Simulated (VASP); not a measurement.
A run of VASP 6.6.1 is set up as follows.

The input INCAR:

```
SYSTEM = Cu
ALGO = Normal
EDIFF = 1E-6
ENCUT = 520
GGA = PS
ISIF = 2
ISMEAR = 0
LASPH = .True.
LCHARG = .False.
LREAL = .False.
LWAVE = .False.
NBANDS = 12
NELM = 80
PREC = Accurate
SIGMA = 0.1
```

Contents of KPOINTS:

```
k-points
0
Gamma
  18 18 18
  0 0 0
```

POSCAR

```
Cu
1.0
    0.0000000000      1.9691140792      1.9691140792
    1.9691140792      0.0000000000      1.9691140792
    1.9691140792      1.9691140792      0.0000000000
Cu
1
Direct
    0.0000000000      0.0000000000      0.0000000000
```

Potentials or basis: VASP PAW PBE potentials, release 64 (Cu).

Launch:

```bash
$ cat potpaw_PBE.64/Cu/POTCAR > POTCAR
$ mpirun -np 1 vasp_std > vasp.out
```

What does it give for the pressure?

-23.1 GPa.

Caveat: the cell differs from its parent crystal (Ag replaced by Cu, lengths x 0.946, strained); the PAW data sets were made with another functional, which shifts forces and pressure a little.
